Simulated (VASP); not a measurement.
Wanted: the native input for a VASP 6.6.1 run.

* Task: single point
* Functional: PBE
* Potentials or basis: VASP PAW PBE potentials, release 64 (Be, Al, H, C)
* Cutoff: 520 eV
* k mesh: 6 × 6 × 4
* Occupations: gaussian, width 0.1 eV
* Spin: no spin polarisation
* Dipole correction: no
* Further INCAR settings: ALGO = Normal; EDIFF = 1e-06; NBANDS = 16

The structure of BeAl2H2C lies in POSCAR:

```
BeAl2H2C
1.0
    3.7223774500      0.0000000000      0.0000000000
    0.0000000000      3.7223774500      0.0000000000
    0.0000000000      0.0000000000      5.0049869000
Be Al H C
1 2 2 1
Direct
    0.0000000000      0.0000000000      0.0000000000
    0.5000000000      0.5000000000      0.2536999900
    0.5000000000      0.5000000000      0.7463000100
    0.0000000000      0.5000000000      0.0000000000
    0.5000000000      0.0000000000      0.0000000000
    0.0000000000      0.0000000000      0.5000000000
```

The input as run:

INCAR

```
SYSTEM = BeAl2H2C
PREC = Accurate ; ENCUT = 520
EDIFF = 1E-6 ; ISMEAR = 0
SIGMA = 0.1 ; LREAL = .FALSE.
LASPH = .TRUE. ; NELM = 80
ALGO = Normal ; ISIF = 2
LWAVE = .FALSE. ; LCHARG = .FALSE.
GGA = PE ; NBANDS = 16
```

KPOINTS

```
Automatic mesh
0
G
  6 6 4
  0 0 0
```

Potentials or basis: VASP PAW PBE potentials, release 64 (Be, Al, H, C).

Run with:

```sh
$ cat potpaw_PBE.64/Be/POTCAR potpaw_PBE.64/Al/POTCAR potpaw_PBE.64/H/POTCAR potpaw_PBE.64/C/POTCAR > POTCAR
$ mpirun -np 1 vasp_std > vasp.out
```

It gave:

```yaml
Pressure: -15.9 GPa
Largest_force: 0.583 eV/Å
Band_gap_on_the_k_mesh: zero (band 7 reaches 5.65 eV, above the bottom of band 8 at 1.76 eV)
```

Run time: 11 s on 1 thread of Intel(R) Xeon(R) 6975P-C (Granite Rapids) (shared host), peak memory 0.19 GiB.
